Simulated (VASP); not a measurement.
# Al3H in VASP: single point with PBE

Aim: the single point of Al3H with PBE.

All numbers are computed with VASP 6.6.1; they aren't measurements. Logs are shortened: lines on timing, memory, paths and dates and some standing lists are left out, and cuts for length are marked.

### Step 1. The cell of the first run

The cell holds a slab with vacuum, 4 atoms: a = 2.857 Å, b = 2.857 Å, c = 19.675 Å, α = 90.00°, β = 90.00°, γ = 90.00°.

### Step 2. Single point, PBE

File INCAR:

```
SYSTEM = Al3H
ALGO = Normal
DIPOL = 0.5 0.5 0.352
EDIFF = 1E-7
ENCUT = 520
GGA = PE
IDIPOL = 3
ISIF = 2
ISMEAR = 0
LASPH = .TRUE.
LCHARG = .FALSE.
LDIPOL = .TRUE.
LREAL = .FALSE.
LWAVE = .FALSE.
NBANDS = 13
NELM = 60
PREC = Accurate
SIGMA = 0.1
```

File KPOINTS:

```
k-points
0
G
  9 9 1
  0 0 0
```

File POSCAR:

```
Al3H
1.0
    2.8567582918      0.0000000000      0.0000000000
    0.0000000000      2.8567582918      0.0000000000
    0.0000000000      0.0000000000     19.6746954375
Al H
3 1
Direct
    0.5000000000      0.5000000000      0.2033068320
    0.0000000000      0.0000000000      0.3092728611
    0.5000000000      0.5000000000      0.4154928580
    0.6666666667      0.8333333333      0.4790933147
```

Potentials or basis: VASP PAW PBE potentials, release 64 (Al, H).

Launch:

```sh
$ cat potpaw_PBE.64/Al/POTCAR potpaw_PBE.64/H/POTCAR > POTCAR
$ mpirun -np 1 vasp_std > vasp.out
```

OUTCAR:

```text
SYSTEM = Al3H
   EDIFF = 1E-7
   ENCUT = 520
   GGA = PE
   ISIF = 2
   ISMEAR = 0
   LASPH = .TRUE.
   LREAL = .FALSE.
   NELM = 60
   PREC = Accurate

 ion  position               nearest neighbor table
   1  0.500  0.500  0.203-   2 2.90   2 2.90   2 2.90   2 2.90
   2  0.000  0.000  0.309-   1 2.90   1 2.90   1 2.90   1 2.90   3 2.91   3 2.91   3 2.91   3 2.91

   3  0.500  0.500  0.415-   4 1.64   2 2.91   2 2.91   2 2.91   2 2.91
   4  0.667  0.833  0.479-   3 1.64

  LATTYP: Found a simple tetragonal cell.
 ALAT       =     2.8567582918
 C/A-ratio  =     6.8870703881

  Lattice vectors:

 A1 = (   2.8567582918,   0.0000000000,   0.0000000000)
 A2 = (   0.0000000000,   2.8567582918,   0.0000000000)
 A3 = (   0.0000000000,   0.0000000000,  19.6746954375)

Analysis of symmetry for initial positions (statically):
=====================================================================
 Subroutine PRICEL returns:
 Original cell was already a primitive cell.

 Routine SETGRP: Setting up the symmetry group for a
 simple tetragonal supercell.

 Subroutine GETGRP returns: Found  1 space group operations
 (whereof  1 operations were pure point group operations)
 out of a pool of 16 trial point group operations.

The static configuration has the point symmetry C_1 .

Analysis of symmetry for dynamics (positions and initial velocities):
=====================================================================
 Subroutine PRICEL returns:
 Original cell was already a primitive cell.

 Routine SETGRP: Setting up the symmetry group for a
 simple tetragonal supercell.

 Subroutine GETGRP returns: Found  1 space group operations
 (whereof  1 operations were pure point group operations)
 out of a pool of 16 trial point group operations.

The dynamic configuration has the point symmetry C_1 .

 Subroutine INISYM returns: Found  1 space group operations
 (whereof  1 operations are pure point group operations),
 and found     1 'primitive' translations

----------------------------------------------------------------------------------------

                                     Primitive cell

  volume of cell :     160.5665

  direct lattice vectors                    reciprocal lattice vectors
     2.856758292  0.000000000  0.000000000     0.350047116  0.000000000  0.000000000
     0.000000000  2.856758292  0.000000000     0.000000000  0.350047116  0.000000000
     0.000000000  0.000000000 19.674695437     0.000000000  0.000000000  0.050826708

  length of vectors
     2.856758292  2.856758292 19.674695437     0.350047116  0.350047116  0.050826708

  position of ions in fractional coordinates (direct lattice)
     0.500000000  0.500000000  0.203306832
[... 107 lines left out ...]
   GGA     = PE    functional components
   LHFCALC =     F    Hartree Fock is set to
   AEXX    =    0.0000 exact exchange contribution
   IVDW    =     0    specifies the selected vdW correction
   LEPSILON=     F    determine dielectric tensor
   LRPA    =     F    only Hartree local field effects (RPA)
 non-spin polarized calculation
 Gauss-broadening in eV      SIGMA  =   0.10
  energy-cutoff  :      520.00
  volume of cell :      160.57
 maximum number of plane-waves:      4361
 NGX is ok and might be reduce to    24
   NGX = 11   NGY = 11   NGZ = 73

 number of electron       9.9999999 magnetization

 dipolmoment           0.000000      0.000000     -0.024553 electrons x Angstroem

 number of electron      10.0000000 magnetization

 dipolmoment           0.000000      0.000000      0.019233 electrons x Angstroem

 Free energy of the ion-electron system (eV)
  ---------------------------------------------------
  ext. energy  EPLUGINS =         0.00000000
  ---------------------------------------------------
  free energy    TOTEN  =       -13.41286785 eV

  energy without entropy =      -13.40803363  energy(sigma->0) =      -13.41045074

 E-fermi :  -0.3738     XC(G=0):  -4.3070

 val. band max:       -0.4735172743   @ k =   0.3333   0.1111   0.0000
 cond. band min:      -0.3411424229   @ k =   0.4444   0.4444   0.0000
 fundamental gap:      0.1323748514
 Fermi energy:        -0.3738042845

 k-point     1 :       0.0000    0.0000    0.0000
  band No.  band energies     occupation
      1     -10.8090      2.00000
      2      -9.0541      2.00000
      3      -6.5065      2.00000
      4      -3.4315      2.00000
      5       0.5044      0.00000
      6       3.1763      0.00000
      7       3.8477      0.00000
      8       4.8933      0.00000
      9       5.4062      0.00000
     10       5.6031      0.00000
     11       5.8631      0.00000
     12       5.9702      0.00000
     13       6.7741      0.00000
[... 354 lines left out ...]
  band No.  band energies     occupation
      1      -9.0509      2.00000
      2      -7.3740      2.00000
      3      -4.9510      2.00000
      4      -1.9209      2.00000
      5       0.0094      0.00000
      6       1.2003      0.00000
      7       1.7850      0.00000
      8       2.2639      0.00000
      9       3.4079      0.00000
     10       4.5422      0.00000
     11       4.9597      0.00000
     12       5.4464      0.00000
     13       5.8891      0.00000

 [... further k-points ...]

------------------------ aborting loop because EDIFF is reached ----------------------------------------

 vacuum level on the upper side and lower side of the slab       (xc-potential included)         0.101        -0.349

  FORCE on cell =-STRESS in cart. coord.  units (eV):
  Direction    XX          YY          ZZ          XY          YZ          ZX
  --------------------------------------------------------------------------------------
  -------------------------------------------------------------------------------------
  Total       -1.5206736     -1.7745953     -0.0833052      0.1178750      0.4891500      0.0338518
  in kB      -15.1737028    -17.7074041     -0.8312429      1.1761890      4.8808748      0.3377830
  external PRESSURE =     -11.2374499 kB  Pullay stress =       0.0000000 kB

 VOLUME and BASIS-vectors are now :
 -----------------------------------------------------------------------------
  energy-cutoff  :      520.00
  volume of cell :      160.57
      direct lattice vectors                 reciprocal lattice vectors
     2.856758292  0.000000000  0.000000000     0.350047116  0.000000000  0.000000000
     0.000000000  2.856758292  0.000000000     0.000000000  0.350047116  0.000000000
     0.000000000  0.000000000 19.674695437     0.000000000  0.000000000  0.050826708

 POSITION                                       TOTAL-FORCE (eV/Angst)
 -----------------------------------------------------------------------------------
      1.42838      1.42838      4.00000        -0.041473     -0.049935     -0.063008
      0.00000      0.00000      6.08485         0.015250      0.036219      0.158750
      1.42838      1.42838      8.17470         0.111993     -0.271139     -0.095233
      1.90451      2.38063      9.42602        -0.085771      0.284856     -0.000509
 -----------------------------------------------------------------------------------
    total drift:                               -0.000053     -0.000028     -0.000062

  FREE ENERGIE OF THE ION-ELECTRON SYSTEM (eV)
  ---------------------------------------------------
  free  energy   TOTEN  =       -13.4128678536 eV

  energy  without entropy=      -13.4080336259  energy(sigma->0) =      -13.41045074

 vacuum level on the upper side and lower side of the slab         4.102         3.644
```

OSZICAR:

```text
N       E                     dE             d eps       ncg     rms          rms(c)
DAV:   1     0.201575044598E+02    0.20158E+02   -0.31639E+03  1066   0.532E+02
DAV:   2    -0.124506842899E+02   -0.32608E+02   -0.31016E+02  1494   0.892E+01
DAV:   3    -0.139268053235E+02   -0.14761E+01   -0.14548E+01  1438   0.189E+01
[... 14 lines left out ...]
DAV:  18    -0.134128285546E+02   -0.10995E-03   -0.13133E-05  1171   0.118E-02    0.241E-03
DAV:  19    -0.134128529053E+02   -0.24351E-04   -0.16678E-06  1323   0.469E-03    0.984E-04
DAV:  20    -0.134128668789E+02   -0.13974E-04   -0.16381E-06  1196   0.383E-03    0.749E-04
DAV:  21    -0.134128678329E+02   -0.95397E-06   -0.95834E-08  1298   0.147E-03    0.680E-04
DAV:  22    -0.134128679356E+02   -0.10274E-06   -0.21457E-08  1067   0.623E-04    0.526E-04
DAV:  23    -0.134128678536E+02    0.81985E-07   -0.25786E-08  1100   0.560E-04
   1 F= -.13412868E+02 E0= -.13410451E+02  d E =-.483423E-02
```

It took 1.9 min on 1 thread of AMD EPYC 7R43 (Zen 3), shared host; peak memory 0.25 GiB.

Results:

```yaml
Free_energy: -13.4129 eV
Largest_force: 0.308 eV/Å
Band_gap_on_the_k_mesh: zero (band 5 reaches 0.85 eV, above the bottom of band 6 at -1.06 eV)
```

Forces on the atoms (eV/Å):
```
Al  -0.041 -0.050 -0.063
Al   0.015  0.036  0.159
Al   0.112 -0.271 -0.095
H   -0.086  0.285 -0.001
```
